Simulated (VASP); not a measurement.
HgTe (Coloradoite), 2 atoms in the cell. The structure is cubic, space group F-43m (No. 216). The conventional cell has a = 6.511 Å, b = 6.511 Å, c = 6.511 Å, α = 90.00°, β = 90.00°, γ = 90.00°. Within 3.7 Å of Hg (site symmetry -43m) lie 4 Te at 2.82 Å. Within 3.7 Å of Te (site symmetry -43m) lie 4 Hg at 2.82 Å. 

```yaml
Program: VASP 6.6.1
Task: single point
Functional: PBEsol
Potentials_or_basis: VASP PAW PBE potentials, release 64 (Hg, Te)
Cutoff: 520 eV
k_mesh: 7 × 7 × 7
Occupations: fermi-dirac, width 0.05 eV
Spin: no spin polarisation
Dipole_correction: no
Further_INCAR_settings: ALGO = Normal; EDIFF = 1e-06; NBANDS = 16
```

Potentials or basis: VASP PAW PBE potentials, release 64 (Hg, Te).

Launch:

```console
$ cat potpaw_PBE.64/Hg/POTCAR potpaw_PBE.64/Te/POTCAR > POTCAR
$ mpirun -np 1 vasp_std > vasp.out
```

Hardware: 1 thread of Intel Xeon 6455B, on a shared host.

Question: Estimate the wall time of this run.

Answer: Wall time 18 s on 1 thread of Intel Xeon 6455B, with other jobs on the host, peak memory 0.21 GiB. Counts: scf iterations 12, k points 20.
